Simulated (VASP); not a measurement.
GaP:

```
Ga P
1.0
     1.94302    1.12180    6.43081
    -1.94302    1.12180    6.43081
     0.00000   -2.24360    6.43081
Ga P
2 2
Cartesian
  0.0000 0.0000 8.3994
  0.0000 0.0000 10.8930
  0.0000 0.0000 1.1072
  0.0000 0.0000 18.1853
```

Base run:

| Item | Value |
| --- | --- |
| Program | VASP 6.6.1 |
| Functional | PBEsol |
| Potentials or basis | VASP PAW PBE potentials, release 64 (Ga_d, P) |
| Cutoff | 520 eV |
| k mesh | 6 × 6 × 6 |
| Occupations | gaussian, width 0.01 eV |
| Spin | no spin polarisation |

Its results: band gap on the k mesh 0.74 eV (least direct gap 1.02 eV); pressure -2.8 GPa; largest force 0.090 eV/Å.

**Question.** The run is repeated on the same cell with these changes: functional from PBEsol to LDA; potentials or basis from VASP PAW PBE potentials, release 64 (Ga_d, P) to VASP PAW LDA potentials, release 64 (Ga_d, P). What comes out?

**Answer.** Band gap on the k mesh 0.72 eV (least direct gap 0.97 eV); pressure -4.7 GPa; largest force 0.093 eV/Å.

Caveats: the PAW data sets were made with another functional, which shifts forces and pressure a little (at least some runs); the cell stands under tension (at least some runs).

A k mesh can miss the band edges.
